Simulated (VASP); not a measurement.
MnV:

```xyz
2
Lattice="2.9000 0.0000 0.0000 0.0000 2.9000 0.0000 0.0000 0.0000 2.9000" Properties=species:S:1:pos:R:3 pbc="T T T"
Mn    0.0000    0.0000    0.0000
V     1.4500    1.4500    1.4500
```

Base run:

| Property | Result |
| --- | --- |
| Program | VASP 6.6.1 |
| Functional | LDA |
| Potentials or basis | VASP PAW LDA potentials, release 64 (Mn_pv, V_sv) |
| Cutoff | 520 eV |
| k mesh | 11 × 11 × 11 |
| Occupations | fermi-dirac, width 0.05 eV |
| Spin | collinear spin, ferromagnetic start |
| Starting moments | [1.2, 1.2] μB |
| Fixed moment | 2.4 μB |

Its results: pressure -5.8 GPa; site moments Mn +1.94; V +0.30 μB.

Q: The run is repeated on the same cell with these changes: fixed moment from 2.4 μB to 1.8 μB; moments at the start from [1.2, 1.2] to [0.9, 0.9]. What comes out?

A: Pressure -10.7 GPa; site moments Mn +1.61; V +0.09 μB.

Caveats: the cell stands under tension; the total moment is fixed, so each spin has its own Fermi level.
